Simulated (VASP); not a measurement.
Set up this calculation in VASP 6.6.1, as the native input.

```
Task                   : relaxation of cell and atoms
Functional             : PBE
Potentials or basis    : VASP PAW PBE potentials, release 64 (K_sv, Pd, Se, I)
Cutoff                 : 600 eV
k mesh                 : 4 × 4 × 4
Occupations            : gaussian, width 0.15 eV
Spin                   : no spin polarisation
Dipole correction      : no
Further INCAR settings : ALGO = Normal; EDIFF = 1e-06; IBRION = 2; EDIFFG = -0.08; NSW = 36; ISIF = 3
```

The structure of KPd2Se2I lies in POSCAR:

```
KPd2Se2I
1.0
   -2.4128647200      2.4128647200      6.3782929800
    2.4128647200     -2.4128647200      6.3782929800
    2.4128647200      2.4128647200     -6.3782929800
K Pd Se I
1 2 2 1
Direct
    0.0000000000      0.0000000000      0.0000000000
    0.3525790000      0.3525790000      0.0000000000
    0.6474210000      0.6474210000      0.0000000000
    0.2500000000      0.7500000000      0.5000000000
    0.7500000000      0.2500000000      0.5000000000
    0.5000000000      0.5000000000      0.0000000000
```

The cell was built from a structure type or drawn by symmetry, and may not be a known phase.

These files were run (other wordings do the same):

INCAR

```
  ALGO = Normal
  EDIFF = 1E-6
  EDIFFG = -0.08
  ENCUT = 600
  GGA = PE
  IBRION = 2
  ISIF = 3
  ISMEAR = 0
  LASPH = T
  LCHARG = F
  LREAL = F
  LWAVE = F
  NELM = 80
  NSW = 36
  PREC = Accurate
  SIGMA = 0.15
```

KPOINTS

```
k-points
0
Gamma
  4 4 4
```

Potentials or basis: VASP PAW PBE potentials, release 64 (K_sv, Pd, Se, I).

Command:

```bash
$ cat potpaw_PBE.64/K_sv/POTCAR potpaw_PBE.64/Pd/POTCAR potpaw_PBE.64/Se/POTCAR potpaw_PBE.64/I/POTCAR > POTCAR
$ mpirun -np 1 vasp_std > vasp.out
```

Results of the run:

* Relaxed volume: 28.52 Å³/atom
* Relaxed cell: a = 8.089 Å, b = 8.089 Å, c = 8.089 Å, α = 145.25°, β = 145.25°, γ = 49.96°
* Space group after relaxing (to 0.1 Å): I4/mmm (No. 139)
* Energy gained by relaxing: 2127.7 meV/atom
* Ionic steps: 10
* Pressure after relaxing: 0.2 GPa
* Largest force after relaxing: 0.055 eV/Å
* Band gap on the k mesh: zero (bands 24 and 25 overlap by 0.42 eV)

Caveat: the volume moved by over 15 % at a fixed basis, so the end points are rough; spin-orbit coupling is left out, which moves the levels of the heavy elements; the relaxation stopped at a loose force limit of 0.08 eV/Å, so its end isn't a converged minimum.

It took 33 min on 1 thread of AMD EPYC 7R13 (shared host), peak memory 0.57 GiB.
